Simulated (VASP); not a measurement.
# Cu2O (Pn-3m) in VASP: single point with HSE06

Aim: the single point of Cu2O with HSE06.

All numbers are computed with VASP 6.6.1; they aren't measurements. Logs are shortened: lines on timing, memory, paths and dates and some standing lists are left out, and cuts for length are marked.

## 1. The cell of the first run

It takes space group Pn-3m (No. 224, cubic). Conventional cell: a = 4.246 Å, b = 4.246 Å, c = 4.246 Å, α = 90.00°, β = 90.00°, γ = 90.00°. Within 2.4 Å of Cu (site symmetry -3m) lie 2 O at 1.84 Å. Within 2.4 Å of O (site symmetry -43m) lie 4 Cu at 1.84 Å.

## 2. Single point, HSE06

Input file POSCAR:

```
Cu2O
1.0
    4.2460810752      0.0000000000      0.0000000000
    0.0000000000      4.2460810752      0.0000000000
    0.0000000000      0.0000000000      4.2460810752
Cu O
4 2
Direct
    0.2500000000      0.2500000000      0.2500000000
    0.2500000000      0.7500000000      0.7500000000
    0.7500000000      0.7500000000      0.2500000000
    0.7500000000      0.2500000000      0.7500000000
    0.0000000000      0.0000000000      0.0000000000
    0.5000000000      0.5000000000      0.5000000000
```

Input file INCAR.step1:

```
SYSTEM = Cu2O
PREC = Accurate
ENCUT = 520
EDIFF = 1E-5
ISMEAR = 0
SIGMA = 0.01
LREAL = .FALSE.
LASPH = .TRUE.
NELM = 120
ALGO = Normal
ISIF = 2
LWAVE = .TRUE.
LCHARG = .FALSE.
NBANDS = 37
GGA = PE
GGA_COMPAT = .FALSE.
KPAR = 4
```

Input file INCAR.step2:

```
SYSTEM = Cu2O
PREC = Accurate
ENCUT = 520
EDIFF = 1E-6
ISMEAR = 0
SIGMA = 0.01
LREAL = .FALSE.
LASPH = .TRUE.
NELM = 120
ALGO = Normal
ISIF = 2
LWAVE = .FALSE.
LCHARG = .FALSE.
GGA = PE
LHFCALC = .TRUE.
HFSCREEN = 0.2079
PRECFOCK = Normal
NBANDS = 37
ISTART = 1
GGA_COMPAT = .FALSE.
KPAR = 4
```

Input file KPOINTS:

```
Automatic mesh
0
G
  4 4 4
  0 0 0
```

Potentials or basis: VASP PAW PBE potentials, release 64 (Cu, O).

Launch:

```console
$ cat potpaw_PBE.64/Cu/POTCAR potpaw_PBE.64/O/POTCAR > POTCAR
$ cp INCAR.step1 INCAR
$ mpirun -np 4 vasp_std > vasp.out
$ cp INCAR.step2 INCAR
$ mpirun -np 4 vasp_std > vasp.out
```

OUTCAR:

```text
SYSTEM = Cu2O
   PREC = Accurate
   ENCUT = 520
   EDIFF = 1E-6
   ISMEAR = 0
   LREAL = .FALSE.
   LASPH = .TRUE.
   NELM = 120
   ISIF = 2
   GGA = PE
   LHFCALC = .TRUE.
   HFSCREEN = 0.2079
   PRECFOCK = Normal
   ISTART = 1

 ion  position               nearest neighbor table
   1  0.250  0.250  0.250-   5 1.84   6 1.84
   2  0.250  0.750  0.750-   5 1.84   6 1.84
   3  0.750  0.750  0.250-   5 1.84   6 1.84
   4  0.750  0.250  0.750-   5 1.84   6 1.84
   5  0.000  0.000  0.000-   1 1.84   2 1.84   3 1.84   4 1.84
   6  0.500  0.500  0.500-   1 1.84   2 1.84   3 1.84   4 1.84

  LATTYP: Found a simple cubic cell.
 ALAT       =     4.2460810752

  Lattice vectors:

 A1 = (   4.2460810752,   0.0000000000,   0.0000000000)
 A2 = (   0.0000000000,   4.2460810752,   0.0000000000)
 A3 = (   0.0000000000,   0.0000000000,   4.2460810752)

Analysis of symmetry for initial positions (statically):
=====================================================================
 Subroutine PRICEL returns:
 Original cell was already a primitive cell.

 Routine SETGRP: Setting up the symmetry group for a
 simple cubic supercell.

 Subroutine GETGRP returns: Found 48 space group operations
 (whereof 24 operations were pure point group operations)
 out of a pool of 48 trial point group operations.

The static configuration has the point symmetry T_d .
 The point group associated with its full space group is O_h .

Analysis of symmetry for dynamics (positions and initial velocities):
=====================================================================
 Subroutine PRICEL returns:
 Original cell was already a primitive cell.

 Routine SETGRP: Setting up the symmetry group for a
 simple cubic supercell.

 Subroutine GETGRP returns: Found 48 space group operations
 (whereof 24 operations were pure point group operations)
 out of a pool of 48 trial point group operations.

The dynamic configuration has the point symmetry T_d .
 The point group associated with its full space group is O_h .

 Subroutine INISYM returns: Found 48 space group operations
 (whereof 24 operations are pure point group operations),
 and found     1 'primitive' translations

----------------------------------------------------------------------------------------

                                     Primitive cell

  volume of cell :      76.5535

  direct lattice vectors                    reciprocal lattice vectors
     4.246081075  0.000000000  0.000000000     0.235511283  0.000000000  0.000000000
     0.000000000  4.246081075  0.000000000     0.000000000  0.235511283  0.000000000
     0.000000000  0.000000000  4.246081075     0.000000000  0.000000000  0.235511283

  length of vectors
     4.246081075  4.246081075  4.246081075     0.235511283  0.235511283  0.235511283

  position of ions in fractional coordinates (direct lattice)
     0.250000000  0.250000000  0.250000000
     0.250000000  0.750000000  0.750000000
     0.750000000  0.750000000  0.250000000
     0.750000000  0.250000000  0.750000000
     0.000000000  0.000000000  0.000000000
     0.500000000  0.500000000  0.500000000

  ion indices of the primitive-cell ions
   primitive index   ion index
                 1           1
                 2           2
                 3           3
                 4           4
                 5           5
                 6           6

----------------------------------------------------------------------------------------

 KPOINTS: Automatic mesh

Automatic generation of k-mesh.
 Grid dimensions read from file:
 generate k-points for:    4    4    4

 Generating k-lattice:

  Cartesian coordinates                     Fractional coordinates (reciprocal lattice)
     0.058877821  0.000000000  0.000000000     0.250000000  0.000000000  0.000000000
     0.000000000  0.058877821  0.000000000     0.000000000  0.250000000  0.000000000
     0.000000000  0.000000000  0.058877821     0.000000000  0.000000000  0.250000000

  Length of vectors
     0.058877821  0.058877821  0.058877821

  Shift w.r.t. Gamma in fractional coordinates (k-lattice)
     0.000000000  0.000000000  0.000000000

 Subroutine IBZKPT returns following result:
 ===========================================

 Found     10 irreducible k-points:

 Following reciprocal coordinates:
            Coordinates               Weight
  0.000000  0.000000  0.000000      1.000000
  0.250000  0.000000  0.000000      6.000000
  0.500000  0.000000  0.000000      3.000000
  0.250000  0.250000  0.000000     12.000000
  0.500000  0.250000  0.000000     12.000000
  0.500000  0.500000  0.000000      3.000000
  0.250000  0.250000  0.250000      8.000000
  0.500000  0.250000  0.250000     12.000000
  0.500000  0.500000  0.250000      6.000000
  0.500000  0.500000  0.500000      1.000000
   k-points           NKPTS =     10   k-points in BZ     NKDIM =     64   number of bands    NBANDS=     37
   number of dos      NEDOS =    301   number of ions     NIONS =      6
   total plane-waves  NPLWV =  32768
   dimension x,y,z NGX =    32 NGY =   32 NGZ =   32
   dimension x,y,z NGXF=    64 NGYF=   64 NGZF=   64
   ions per type =               4   2
   NGX,Y,Z   is equivalent  to a cutoff of  12.53, 12.53, 12.53 a.u.
   NGXF,Y,Z  is equivalent  to a cutoff of  25.06, 25.06, 25.06 a.u.
 SYSTEM =  Cu2O
   PREC   = accura    normal or accurate (medium, high low for compatibility)
   ISTART =      1    job   : 0-new  1-cont  2-samecut
   ICHARG =      0    charge: 1-file 2-atom 10-const
   ISPIN  =      1    spin polarized calculation?
   LNONCOLLINEAR =      F non collinear calculations
   LSORBIT =      F    spin-orbit coupling
   LASPH  =      T    aspherical Exc in radial PAW
   ENCUT  =  520.0 eV  38.22 Ry    6.18 a.u.   7.89  7.89  7.89*2*pi/ulx,y,z
   NELM   =    120;   NELMIN=  2; NELMDL=  0     # of ELM steps
   EDIFF  = 0.1E-05   stopping-criterion for ELM
   LREAL  =      F    real-space projection
   EDIFFG = 0.1E-04   stopping-criterion for IOM
   NSW    =      0    number of steps for IOM
   IBRION =     -1    ionic relax: 0-MD 1-quasi-New 2-CG
   NFREE  =      0    steps in history (QN), initial steepest desc. (CG)
   ISIF   =      2    stress and relaxation
   ISYM   =      3    0-nonsym 1-usesym 2-fastsym
   POTIM  = 0.5000    time-step for ionic-motion
   TEBEG  =    0.0;   TEEND  =   0.0 temperature during run
   PSTRESS=    0.0 pullay stress
   NELECT =      56.0000    total number of electrons
   NUPDOWN=      -1.0000    fix difference up-down
   EMIN   =  10.00;   EMAX   =-10.00  energy-range for DOS
   EFERMI =   0.00;   METHOD = LEGACY
   ISMEAR =     0;   SIGMA  =   0.01  broadening in eV -4-tet -1-fermi 0-gaus
   EFERMI_NEDOS =   21; number of points for ismear=-14 and -15
   IALGO  =     38    algorithm
   IMIX   =      1    mixing-type and parameters
     AMIX     =   0.40;   BMIX     =  1.00
     AMIX_MAG =   1.60;   BMIX_MAG =  1.00
  volume/ion in A,a.u.               =      12.76        86.10
  Fermi-wavevector in a.u.,A,eV,Ry     =   1.475081  2.787499 29.604429  2.175864
  Thomas-Fermi vector in A             =   2.589774
   LORBIT       =      0    0 simple, 1 ext, 2 COOP (PROOUT), +10 PAW based schemes
   GGA     = PE    functional components
   LHFCALC =     T    Hartree Fock is set to
   PRECFOCK=normal    Normal, Fast or Accurate (Low or Medium for compatibility)
   ENCUT4O =  -1.0   cutoff for four orbital integrals eV
   NKREDX  =     1    reduce k-point grid by
   NKREDY  =     1    reduce k-point grid by
   NKREDZ  =     1    reduce k-point grid by
   AEXX    =    0.2500 exact exchange contribution
   HFSCREEN=    0.2079 screening length (either q_TF or 0.3 A-1)
   HFSCREENC=   0.2079 screening length for correlation (either q_TF or 0.3 A-1)
   ENCUTFOCK=  -1.0 apply spherical cutoff to Coloumb kernel
   IVDW    =     0    specifies the selected vdW correction
   LEPSILON=     F    determine dielectric tensor
   LRPA    =     F    only Hartree local field effects (RPA)
 non-spin polarized calculation
 Gauss-broadening in eV      SIGMA  =   0.01
  energy-cutoff  :      520.00
  volume of cell :       76.55
 maximum number of plane-waves:      2103
 NGX is ok and might be reduce to    32
  NGX = 24; NGY = 24; NGZ = 24

 number of electron      56.0000121 magnetization

 Free energy of the ion-electron system (eV)
  ---------------------------------------------------
  ext. energy  EPLUGINS =         0.00000000
  ---------------------------------------------------
  free energy    TOTEN  =       -31.62676184 eV

  energy without entropy =      -31.62676184  energy(sigma->0) =      -31.62676184

 E-fermi :   3.9336     XC(G=0):  -9.0508

 val. band max:        3.8824927373   @ k =   0.0000   0.0000   0.0000
 cond. band min:       5.9290218766   @ k =   0.0000   0.0000   0.0000
 fundamental gap:      2.0465291393
 Fermi energy:         3.9335562929

 k-point     1 :       0.0000    0.0000    0.0000
  band No.  band energies     occupation
      1     -17.9484      2.00000
      2     -17.1491      2.00000
      3      -3.9039      2.00000
      4      -3.9039      2.00000
      5      -3.9039      2.00000
      6      -1.2153      2.00000
[... 29 lines left out ...]
     36      15.0437      0.00000
     37      15.0437      0.00000

 k-point     2 :       0.2500    0.0000    0.0000
  band No.  band energies     occupation
      1     -17.8298      2.00000
      2     -17.2643      2.00000
      3      -3.6924      2.00000
      4      -3.6492      2.00000
      5      -3.6492      2.00000
      6      -2.0905      2.00000
[... 29 lines left out ...]
     36      13.9945      0.00000
     37      13.9945      0.00000
[... 278 lines left out ...]
     36      15.3114      0.00000
     37      17.4543      0.00000

 k-point    10 :       0.5000    0.5000    0.5000
  band No.  band energies     occupation
      1     -17.7584      2.00000
      2     -17.2334      2.00000
      3      -3.7466      2.00000
      4      -3.7466      2.00000
      5      -3.7466      2.00000
      6      -2.0641      2.00000
[... 29 lines left out ...]
     36      13.9514      0.00000
     37      19.9151      0.00000

------------------------ aborting loop because EDIFF is reached ----------------------------------------

  FORCE on cell =-STRESS in cart. coord.  units (eV):
  Direction    XX          YY          ZZ          XY          YZ          ZX
  --------------------------------------------------------------------------------------
  -------------------------------------------------------------------------------------
  Total        1.8518680      1.8518680      1.8518680     -0.0000000     -0.0000000      0.0000000
  in kB       38.7575001     38.7575001     38.7575001     -0.0000000     -0.0000000      0.0000000
  external PRESSURE =      38.7575001 kB  Pullay stress =       0.0000000 kB

 VOLUME and BASIS-vectors are now :
 -----------------------------------------------------------------------------
  energy-cutoff  :      520.00
  volume of cell :       76.55
      direct lattice vectors                 reciprocal lattice vectors
     4.246081075  0.000000000  0.000000000     0.235511283  0.000000000  0.000000000
     0.000000000  4.246081075  0.000000000     0.000000000  0.235511283  0.000000000
     0.000000000  0.000000000  4.246081075     0.000000000  0.000000000  0.235511283

 POSITION                                       TOTAL-FORCE (eV/Angst)
 -----------------------------------------------------------------------------------
      1.06152      1.06152      1.06152        -0.000000      0.000000      0.000000
      1.06152      3.18456      3.18456         0.000000     -0.000000      0.000000
      3.18456      3.18456      1.06152         0.000000      0.000000     -0.000000
      3.18456      1.06152      3.18456        -0.000000     -0.000000     -0.000000
      0.00000      0.00000      0.00000        -0.000000      0.000000      0.000000
      2.12304      2.12304      2.12304        -0.000000      0.000000      0.000000
 -----------------------------------------------------------------------------------
    total drift:                                0.000000      0.000001      0.000000

  FREE ENERGIE OF THE ION-ELECTRON SYSTEM (eV)
  ---------------------------------------------------
  free  energy   TOTEN  =       -31.6267618445 eV

  energy  without entropy=      -31.6267618445  energy(sigma->0) =      -31.62676184
```

Wall time 17 min (4 MPI ranks of Intel Xeon Platinum 8488C (Sapphire Rapids), shared host); peak memory 0.31 GiB.

Results:

```yaml
Free_energy: -31.6268 eV
Pressure: 3.9 GPa
Band_gap_on_the_k_mesh: 2.05 eV
```

Caveat: the cell stands under pressure; the PAW data sets were made with another functional, which shifts forces and pressure a little.
